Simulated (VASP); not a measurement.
Runs of VASP 6.6.1 on TaOF. The structure is that of space group P4/mmm (No. 123), or close to it. The cells are those of the table. The cell was generated, and may not be a known phase.

```csv
task,cell,k mesh,cutoff (eV),gap on the mesh (eV),pressure (GPa),relaxed volume (Å³/atom)
relaxation of cell and atoms,"relaxed from a = 2.929, b = 2.929, c = 4.027 Å, 3 atoms",6 × 6 × 4,600,none,0.3,12.44
single point,"a = 2.929, b = 2.929, c = 4.027 Å, 3 atoms",6 × 6 × 4,520,none,19.4,-
single point,"a = 2.984, b = 2.984, c = 4.185 Å, 3 atoms",16 × 16 × 12,520,none,0.3,-
relaxation of cell and atoms,"relaxed from a = 2.986, b = 2.986, c = 4.186 Å, 3 atoms",16 × 16 × 12,600,none,0.0,(a)
single point,"a = 2.986, b = 2.986, c = 4.186 Å, 3 atoms",6 × 6 × 4,520,none,0.4,-
```

Alike in all rows: level PBE; potentials or basis VASP PAW PBE potentials, release 64 (Ta_pv, O, F); no spin polarisation; smearing gaussian 0.1 eV.

Q: Fill in the values left out.

A: (a) 12.43.

Caveats: some runs use coarse meshes; spin-orbit coupling is left out, which moves the levels of the heavy elements.

A k mesh can miss the band edges, and the runs leave out spin-orbit coupling on Ta.

A gap of «none» marks levels without a gap at the run's occupations.
